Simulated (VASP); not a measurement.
# As in VASP: a series of runs

The runs below take As through single point, with PBE.

All numbers are computed with VASP 6.6.1; they aren't measurements. Logs are shortened: lines on timing, memory, paths and dates and some standing lists are left out, and cuts for length are marked.

### 1 The cell of the first run

The cell holds a slab with vacuum, 2 atoms: a = 3.728 Å, b = 3.728 Å, c = 28.000 Å, α = 90.00°, β = 90.00°, γ = 120.00°.

### 2 Single point, PBE

INCAR

```
SYSTEM = As
PREC = Accurate
ENCUT = 520
EDIFF = 1E-7
ISMEAR = 0
SIGMA = 0.02
LREAL = .False.
LASPH = .True.
NELM = 100
ALGO = Normal
ISIF = 2
LWAVE = .False.
LCHARG = .True.
LDIPOL = .True.
IDIPOL = 3
DIPOL = 0.5 0.5 0.500
GGA = PE
LELF = .True.
LVHAR = .True.
LVACPOTAV = .True.
NBANDS = 12
```

KPOINTS

```
regular mesh
0
Gamma
  9 9 1
  0 0 0
```

POSCAR

```
As
1.0
    3.7280000000      0.0000000000      0.0000000000
   -1.8640000000      3.2285427053      0.0000000000
    0.0000000000      0.0000000000     28.0000000000
As
2
Direct
    0.3333333333      0.6666666667      0.5266071429
    0.6666666667      0.3333333333      0.4733928571
```

Potentials or basis: VASP PAW PBE potentials, release 64 (As).

The run is started by

```console
> cat potpaw_PBE.64/As/POTCAR > POTCAR
> mpirun -np 1 vasp_std > vasp.out
```

OUTCAR:

```text
SYSTEM = As
   PREC = Accurate
   ENCUT = 520
   EDIFF = 1E-7
   ISMEAR = 0
   LREAL = .False.
   LASPH = .True.
   NELM = 100
   ISIF = 2
   GGA = PE

 ion  position               nearest neighbor table
   1  0.333  0.667  0.527-   2 2.62   2 2.62   2 2.62
   2  0.667  0.333  0.473-   1 2.62   1 2.62   1 2.62

  LATTYP: Found a hexagonal cell.
 ALAT       =     3.7280000000
 C/A-ratio  =     7.5107296137

  Lattice vectors:

 A1 = (   3.7280000000,   0.0000000000,   0.0000000000)
 A2 = (  -1.8640000000,   3.2285427053,   0.0000000000)
 A3 = (   0.0000000000,   0.0000000000,  28.0000000000)

Analysis of symmetry for initial positions (statically):
=====================================================================
 Subroutine PRICEL returns:
 Original cell was already a primitive cell.

 Routine SETGRP: Setting up the symmetry group for a
 hexagonal supercell.

 Subroutine GETGRP returns: Found 12 space group operations
 (whereof 12 operations were pure point group operations)
 out of a pool of 24 trial point group operations.

The static configuration has the point symmetry D_3d.

Analysis of symmetry for dynamics (positions and initial velocities):
=====================================================================
 Subroutine PRICEL returns:
 Original cell was already a primitive cell.

 Routine SETGRP: Setting up the symmetry group for a
 hexagonal supercell.

 Subroutine GETGRP returns: Found 12 space group operations
 (whereof 12 operations were pure point group operations)
 out of a pool of 24 trial point group operations.

The dynamic configuration has the point symmetry D_3d.

 Subroutine INISYM returns: Found 12 space group operations
 (whereof 12 operations are pure point group operations),
 and found     1 'primitive' translations

----------------------------------------------------------------------------------------

                                     Primitive cell

  volume of cell :     337.0082

  direct lattice vectors                    reciprocal lattice vectors
     3.728000000  0.000000000  0.000000000     0.268240343  0.154868634  0.000000000
    -1.864000000  3.228542705  0.000000000     0.000000000  0.309737269  0.000000000
     0.000000000  0.000000000 28.000000000     0.000000000  0.000000000  0.035714286

  length of vectors
     3.728000000  3.728000000 28.000000000     0.309737269  0.309737269  0.035714286

  position of ions in fractional coordinates (direct lattice)
     0.333333333  0.666666667  0.526607143
     0.666666667  0.333333333  0.473392857

  ion indices of the primitive-cell ions
   primitive index   ion index
                 1           1
                 2           2

----------------------------------------------------------------------------------------

 KPOINTS: regular mesh

Automatic generation of k-mesh.
 Grid dimensions read from file:
 generate k-points for:    9    9    1

 Generating k-lattice:

  Cartesian coordinates                     Fractional coordinates (reciprocal lattice)
     0.029804483  0.017207626  0.000000000     0.111111111  0.000000000  0.000000000
     0.000000000  0.034415252  0.000000000     0.000000000  0.111111111  0.000000000
     0.000000000  0.000000000  0.035714286     0.000000000  0.000000000  1.000000000

  Length of vectors
     0.034415252  0.034415252  0.035714286

  Shift w.r.t. Gamma in fractional coordinates (k-lattice)
     0.000000000  0.000000000  0.000000000

 Subroutine IBZKPT returns following result:
 ===========================================

 Found     12 irreducible k-points:

 Following reciprocal coordinates:
            Coordinates               Weight
  0.000000  0.000000  0.000000      1.000000
  0.111111  0.000000  0.000000      6.000000
  0.222222 -0.000000  0.000000      6.000000
  0.333333  0.000000  0.000000      6.000000
  0.444444 -0.000000  0.000000      6.000000
  0.111111  0.111111  0.000000      6.000000
  0.222222  0.111111  0.000000     12.000000
  0.333333  0.111111  0.000000     12.000000
  0.444444  0.111111  0.000000      6.000000
  0.222222  0.222222  0.000000      6.000000
  0.333333  0.222222  0.000000     12.000000
  0.333333  0.333333  0.000000      2.000000
   k-points           NKPTS =     12   k-points in BZ     NKDIM =     12   number of bands    NBANDS=     12
   number of dos      NEDOS =    301   number of ions     NIONS =      2
   total plane-waves  NPLWV = 164640
   dimension x,y,z NGX =    28 NGY =   28 NGZ =  210
   dimension x,y,z NGXF=    56 NGYF=   56 NGZF=  420
   ions per type =               2
   NGX,Y,Z   is equivalent  to a cutoff of  12.49, 12.49, 12.47 a.u.
   NGXF,Y,Z  is equivalent  to a cutoff of  24.97, 24.97, 24.94 a.u.
 SYSTEM =  As
   PREC   = accura    normal or accurate (medium, high low for compatibility)
   ISTART =      0    job   : 0-new  1-cont  2-samecut
   ICHARG =      2    charge: 1-file 2-atom 10-const
   ISPIN  =      1    spin polarized calculation?
   LNONCOLLINEAR =      F non collinear calculations
   LSORBIT =      F    spin-orbit coupling
   LASPH  =      T    aspherical Exc in radial PAW
   ENCUT  =  520.0 eV  38.22 Ry    6.18 a.u.   6.93  6.93 52.06*2*pi/ulx,y,z
   NELM   =    100;   NELMIN=  2; NELMDL= -5     # of ELM steps
   EDIFF  = 0.1E-06   stopping-criterion for ELM
   LREAL  =      F    real-space projection
   EDIFFG = 0.1E-05   stopping-criterion for IOM
   NSW    =      0    number of steps for IOM
   IBRION =     -1    ionic relax: 0-MD 1-quasi-New 2-CG
   NFREE  =      0    steps in history (QN), initial steepest desc. (CG)
   ISIF   =      2    stress and relaxation
   ISYM   =      2    0-nonsym 1-usesym 2-fastsym
   POTIM  = 0.5000    time-step for ionic-motion
   TEBEG  =    0.0;   TEEND  =   0.0 temperature during run
   PSTRESS=    0.0 pullay stress
   NELECT =      10.0000    total number of electrons
   NUPDOWN=      -1.0000    fix difference up-down
   EMIN   =  10.00;   EMAX   =-10.00  energy-range for DOS
   EFERMI =   0.00;   METHOD = LEGACY
   ISMEAR =     0;   SIGMA  =   0.02  broadening in eV -4-tet -1-fermi 0-gaus
   EFERMI_NEDOS =   21; number of points for ismear=-14 and -15
   IALGO  =     38    algorithm
   IMIX   =      4    mixing-type and parameters
     AMIX     =   0.40;   BMIX     =  1.00
     AMIX_MAG =   1.60;   BMIX_MAG =  1.00
  volume/ion in A,a.u.               =     168.50      1137.12
  Fermi-wavevector in a.u.,A,eV,Ry     =   0.506829  0.957768  3.495003  0.256875
  Thomas-Fermi vector in A             =   1.518045
   LORBIT       =      0    0 simple, 1 ext, 2 COOP (PROOUT), +10 PAW based schemes
   GGA     = PE    functional components
   LHFCALC =     F    Hartree Fock is set to
   AEXX    =    0.0000 exact exchange contribution
   IVDW    =     0    specifies the selected vdW correction
   LEPSILON=     F    determine dielectric tensor
   LRPA    =     F    only Hartree local field effects (RPA)
 non-spin polarized calculation
 Gauss-broadening in eV      SIGMA  =   0.02
  energy-cutoff  :      520.00
  volume of cell :      337.01
 maximum number of plane-waves:      9104
 NGX is ok and might be reduce to    28
   NGX = 13   NGY = 13   NGZ =105

 dipolmoment           0.000000      0.000000      0.000000 electrons x Angstroem

 number of electron      10.0000001 magnetization

 dipolmoment           0.000000      0.000000     -0.000000 electrons x Angstroem

 Free energy of the ion-electron system (eV)
  ---------------------------------------------------
  ext. energy  EPLUGINS =         0.00000000
  ---------------------------------------------------
  free energy    TOTEN  =        -9.19995972 eV

  energy without entropy =       -9.19995972  energy(sigma->0) =       -9.19995972

 E-fermi :  -3.7763     XC(G=0):  -1.8336

 val. band max:       -3.8849231819   @ k =   0.0000   0.0000   0.0000
 cond. band min:      -2.4524918331   @ k =   0.3333   0.0000   0.0000
 fundamental gap:      1.4324313488
 Fermi energy:        -3.7763038497

 k-point     1 :       0.0000    0.0000    0.0000
  band No.  band energies     occupation
      1     -16.6685      2.00000
      2     -11.3539      2.00000
      3      -4.6010      2.00000
      4      -3.8849      2.00000
      5      -3.8849      2.00000
      6      -2.3414      0.00000
      7      -0.7949      0.00000
      8      -0.7949      0.00000
      9       0.8072      0.00000
     10       0.9571      0.00000
     11       1.3788      0.00000
     12       1.6838      0.00000

 k-point     2 :       0.1111    0.0000    0.0000
  band No.  band energies     occupation
      1     -16.5236      2.00000
      2     -11.3587      2.00000
      3      -5.0769      2.00000
      4      -4.5447      2.00000
      5      -4.1797      2.00000
      6      -1.6679      0.00000
      7      -0.8680      0.00000
      8      -0.5376      0.00000
      9       1.0104      0.00000
     10       1.1503      0.00000
     11       1.5596      0.00000
     12       1.8652      0.00000

 k-point     3 :       0.2222   -0.0000    0.0000
  band No.  band energies     occupation
      1     -16.0990      2.00000
      2     -11.4808      2.00000
      3      -6.4763      2.00000
      4      -4.7454      2.00000
      5      -4.5078      2.00000
      6      -2.2637      0.00000
      7      -0.1666      0.00000
      8      -0.1418      0.00000
      9       1.4435      0.00000
     10       1.6827      0.00000
     11       2.0853      0.00000
     12       2.3710      0.00000
[... 106 lines left out ...]
 k-point    11 :       0.3333    0.2222    0.0000
  band No.  band energies     occupation
      1     -14.3214      2.00000
      2     -12.9613      2.00000
      3      -7.4166      2.00000
      4      -6.3692      2.00000
      5      -5.4224      2.00000
      6      -1.7789      0.00000
      7      -0.5400      0.00000
      8       0.0428      0.00000
      9       3.2812      0.00000
     10       3.9116      0.00000
     11       4.1515      0.00000
     12       4.5933      0.00000

 k-point    12 :       0.3333    0.3333    0.0000
  band No.  band energies     occupation
      1     -13.6192      2.00000
      2     -13.6192      2.00000
      3      -7.7113      2.00000
      4      -5.9064      2.00000
      5      -5.9064      2.00000
      6      -2.1245      0.00000
      7       0.0073      0.00000
      8       0.0073      0.00000
      9       3.8626      0.00000
     10       4.5640      0.00000
     11       4.5640      0.00000
     12       5.3601      0.00000

------------------------ aborting loop because EDIFF is reached ----------------------------------------

 vacuum level on the upper side and lower side of the slab       (xc-potential included)        -0.084        -0.084

  FORCE on cell =-STRESS in cart. coord.  units (eV):
  Direction    XX          YY          ZZ          XY          YZ          ZX
  --------------------------------------------------------------------------------------
  -------------------------------------------------------------------------------------
  Total       -1.8571846     -1.8571846     -2.0402599      0.0000000      0.0000000      0.0000000
  in kB       -8.8292779     -8.8292779     -9.6996399      0.0000000      0.0000000      0.0000000
  external PRESSURE =      -9.1193985 kB  Pullay stress =       0.0000000 kB

 VOLUME and BASIS-vectors are now :
 -----------------------------------------------------------------------------
  energy-cutoff  :      520.00
  volume of cell :      337.01
      direct lattice vectors                 reciprocal lattice vectors
     3.728000000  0.000000000  0.000000000     0.268240343  0.154868634  0.000000000
    -1.864000000  3.228542705  0.000000000     0.000000000  0.309737269  0.000000000
     0.000000000  0.000000000 28.000000000     0.000000000  0.000000000  0.035714286

 POSITION                                       TOTAL-FORCE (eV/Angst)
 -----------------------------------------------------------------------------------
     -0.00000      2.15236     14.74500         0.000000     -0.000000     -1.368660
      1.86400      1.07618     13.25500        -0.000000      0.000000      1.368660
 -----------------------------------------------------------------------------------
    total drift:                               -0.000000      0.000000     -0.000000

  FREE ENERGIE OF THE ION-ELECTRON SYSTEM (eV)
  ---------------------------------------------------
  free  energy   TOTEN  =        -9.1999597207 eV

  energy  without entropy=       -9.1999597207  energy(sigma->0) =       -9.19995972

 vacuum level on the upper side and lower side of the slab         1.239         1.239
```

Wall time 50 s (1 thread of Intel Xeon 6975P-C (Granite Rapids), shared host); peak memory 0.39 GiB.

What came out:

```
Free energy                            : -9.2000 eV
Largest force                          : 1.369 eV/Å
Band gap on the k mesh                 : 1.43 eV, indirect (least direct gap 1.54 eV)
Ionisation potential of the upper face : 5.12 eV
```

Forces on the atoms (eV/Å):
```
As   0.000  0.000 -1.369
As   0.000  0.000  1.369
```

### 3 Single point, PBE

INCAR

```
SYSTEM = As
PREC = Accurate
ENCUT = 520
EDIFF = 1E-7
ISMEAR = 0
SIGMA = 0.02
LREAL = .FALSE.
LASPH = .TRUE.
NELM = 60
ALGO = Normal
ISIF = 2
LWAVE = .FALSE.
LCHARG = .FALSE.
LDIPOL = .TRUE.
IDIPOL = 3
DIPOL = 0.5 0.5 0.500
GGA = PE
NBANDS = 12
```

KPOINTS

```
Automatic mesh
0
G
  9 9 1
  0 0 0
```

POSCAR

```
As
1.0
    3.7280000000      0.0000000000      0.0000000000
   -1.8640000000      3.2285427053      0.0000000000
    0.0000000000      0.0000000000     28.0000000000
As
2
Direct
    0.3333333333      0.6666666667      0.5372500000
    0.6666666667      0.3333333333      0.4627500000
```

Potentials or basis: VASP PAW PBE potentials, release 64 (As).

The run is started by

```console
> cat potpaw_PBE.64/As/POTCAR > POTCAR
> mpirun -np 1 vasp_std > vasp.out
```

Run time: 48 s. Hardware: 1 thread of Intel Xeon 6975P-C (Granite Rapids), shared host; peak memory 0.39 GiB.

Results (log left out):

| Property | Result |
| --- | --- |
| Free energy | -7.3283 eV |
| Largest force | 3.693 eV/Å |
| Band gap on the k mesh | zero (band 5 reaches -2.30 eV, above the bottom of band 6 at -3.23 eV) |

Forces on the atoms (eV/Å):
```
As   0.000  0.000 -3.693
As   0.000  0.000  3.693
```

Levels at points of the mesh, in eV from the Fermi level:
```
           k point  band 1  band 2  band 3  band 4  band 5  band 6  band 7  band 8  band 9  band 10
(0.00, 0.00, 0.00)  -12.09   -9.49   -2.41    0.67    0.67    1.00    2.13    2.13    3.76     3.99
```
